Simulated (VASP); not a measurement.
**Mg: single point with PBE+D3(BJ)**

Crystal: Mg.

```
CELL_PARAMETERS angstrom
3.05030 0.00000 0.00000
-1.52515 2.64164 0.00000
0.00000 0.00000 3.04484
ATOMIC_POSITIONS crystal
Mg 0.00000 0.00000 0.00000
```

```yaml
Program: VASP 6.6.1
Task: single point
Functional: PBE
Dispersion: D3(BJ)
Potentials_or_basis: VASP PAW PBE potentials, release 64 (Mg)
Cutoff: 600 eV
k_mesh: 3 × 3 × 2
Occupations: fermi-dirac, width 0.00861733 eV
Spin: no spin polarisation
Dipole_correction: no
Charge: 0.25
Further_INCAR_settings: ALGO = Normal; EDIFF = 1e-06; NBANDS = 7; NELECT = 1.75
```

```yaml
Dispersion_energy_per_atom: -0.267 eV
```

Levels at points of the mesh, in eV from the Fermi level:
| k point | band 1 | band 2 | band 3 | band 4 |
| --- | --- | --- | --- | --- |
| (0.00, 0.00, 0.00) | -6.46 | 8.20 | 8.88 | 12.80 |
| (0.00, 0.00, 0.50) | -2.73 | -2.22 | 15.00 | 15.00 |

Wall time 1.8 s on 1 thread of AMD EPYC 7R13 Processor (Zen 3) (shared host), peak memory 0.11 GiB.

Caveat: the k points lie up to 1.03 Å⁻¹ apart; the cell carries a net charge on a neutralising background, which shifts energy and pressure; the cell is charged against a uniform background, so pressure and absolute levels hang on convention.
